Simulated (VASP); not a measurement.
Write the native input for VASP 6.6.1 that does the following.

| Item | Value |
| --- | --- |
| Task | single point |
| Functional | r2SCAN |
| Potentials or basis | VASP PAW PBE potentials, release 64 (Ba_sv, Ti_sv, O) |
| Cutoff | 520 eV |
| k mesh | 4 × 4 × 4 |
| Occupations | gaussian, width 0.1 eV |
| Spin | collinear spin |
| Starting moments | [0.0, 1.0, 0.0, 0.0, 0.0] μB |
| Dipole correction | no |
| Further INCAR settings | ALGO = Normal; EDIFF = 1e-07; NBANDS = 32 |

BaTiO3:

```xyz
5
Lattice="4.0077 0.0000 0.0000 0.0000 4.0077 0.0000 0.0000 0.0000 4.0077" Properties=species:S:1:pos:R:3 pbc="T T T"
Ba    2.0038    2.0038    2.0038
Ti    0.0000    0.0000    0.0000
O     2.0038    0.0000    0.0000
O     0.0000    2.0038    0.0000
O     0.0000    0.0000    2.0038
```

These files were run (other wordings do the same):

POSCAR

```
BaTiO3
1.0
    4.0076816357      0.0000000000      0.0000000000
    0.0000000000      4.0076816357      0.0000000000
    0.0000000000      0.0000000000      4.0076816357
Ba Ti O
1 1 3
Direct
    0.5000000000      0.5000000000      0.5000000000
    0.0000000000      0.0000000000      0.0000000000
    0.5000000000      0.0000000000      0.0000000000
    0.0000000000      0.5000000000      0.0000000000
    0.0000000000      0.0000000000      0.5000000000
```

INCAR.step1

```
SYSTEM = BaTiO3
  PREC = Accurate
  ENCUT = 520
  ISMEAR = 0
  SIGMA = 0.1
  LREAL = .FALSE.
  LASPH = .TRUE.
  NELM = 150
  ISPIN = 2
  MAGMOM = 0 1 0 0 0
  LMAXMIX = 4
  NBANDS = 32
  GGA = PE
  ALGO = Normal
  EDIFF = 1E-4
  LWAVE = .TRUE.
  LCHARG = .FALSE.
```

INCAR.step2

```
SYSTEM = BaTiO3
  PREC = Accurate
  ENCUT = 520
  EDIFF = 1E-7
  ISMEAR = 0
  SIGMA = 0.1
  LREAL = .FALSE.
  LASPH = .TRUE.
  NELM = 150
  ALGO = Normal
  ISIF = 2
  LWAVE = .FALSE.
  LCHARG = .FALSE.
  ISPIN = 2
  MAGMOM = 0 1 0 0 0
  LORBIT = 11
  LMAXMIX = 4
  METAGGA = R2SCAN
  LMIXTAU = .TRUE.
  NBANDS = 32
  ISTART = 1
```

KPOINTS

```
Automatic mesh
0
G
  4 4 4
  0 0 0
```

Potentials or basis: VASP PAW PBE potentials, release 64 (Ba_sv, Ti_sv, O).

Run with:

```bash
$ cat potpaw_PBE.64/Ba_sv/POTCAR potpaw_PBE.64/Ti_sv/POTCAR potpaw_PBE.64/O/POTCAR > POTCAR
$ cp INCAR.step1 INCAR
$ mpirun -np 1 vasp_std > vasp.out
$ cp INCAR.step2 INCAR
$ mpirun -np 1 vasp_std > vasp.out
```

It gave:

```yaml
Pressure: 0.2 GPa
Band_gap_on_the_k_mesh: 2.11 eV (least direct gap 2.27 eV)
Net_moment: 0.00 μB per cell
Valence_electrons_inside_the_program's_atomic_spheres: Ba 7.99; Ti 10.09; O 5.07
```

Caveat: the PAW data sets were made with another functional, which shifts forces and pressure a little; spin-orbit coupling is left out, which moves the levels of the heavy elements.

Wall time 4.3 min on 1 thread of Intel(R) Xeon(R) Platinum 8375C CPU @ 2.90GHz (Ice Lake) (shared host), peak memory 0.21 GiB.
